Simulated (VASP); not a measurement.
Write the native input for VASP 6.6.1 that does the following.

- Task: single point
- Functional: PBE
- Potentials or basis: VASP PAW PBE potentials, release 64 (Mg, O)
- Cutoff: 520 eV
- k mesh: 8 × 8 × 8
- Occupations: gaussian, width 0.1 eV
- Spin: no spin polarisation
- Dipole correction: no
- Further INCAR settings: ALGO = Normal; EDIFF = 1e-07; NBANDS = 11

The structure of MgO lies in POSCAR:

```
MgO
1.0
    2.0896101000     -2.0938753700      0.0000000000
    2.0896101000      2.0938753700      0.0000000000
   -1.9800459900      0.0000000000      2.1405959000
Mg O
1 1
Direct
    0.1395230700      0.1395230700      0.3241268800
    0.3604769300      0.3604769300      0.6758731200
```

The input as run:

INCAR

```
  PREC = Accurate
  ENCUT = 520
  EDIFF = 1E-7
  ISMEAR = 0
  SIGMA = 0.1
  LREAL = F
  LASPH = T
  NELM = 80
  ALGO = Normal
  ISIF = 2
  LWAVE = F
  LCHARG = F
  GGA = PE
  NBANDS = 11
```

KPOINTS

```
Automatic mesh
0
Gamma
  8 8 8
```

Potentials or basis: VASP PAW PBE potentials, release 64 (Mg, O).

Command:

```console
$ cat potpaw_PBE.64/Mg/POTCAR potpaw_PBE.64/O/POTCAR > POTCAR
$ mpirun -np 1 vasp_std > vasp.out
```

Results of the run:

* Pressure: 462.6 GPa
* Largest force: 202.638 eV/Å
* Band gap on the k mesh: 3.16 eV (least direct gap 3.64 eV)

Caveat: atoms lie so close that the PAW spheres overlap strongly, which falsifies energies and pressures; the cell stands under pressure; forces of over 1 eV/Å act on the atoms, so gaps and moduli don't describe the material at rest.

Run time: 21 s on 1 thread of Intel Xeon 8259CL, with other jobs on the host, peak memory 0.16 GiB.
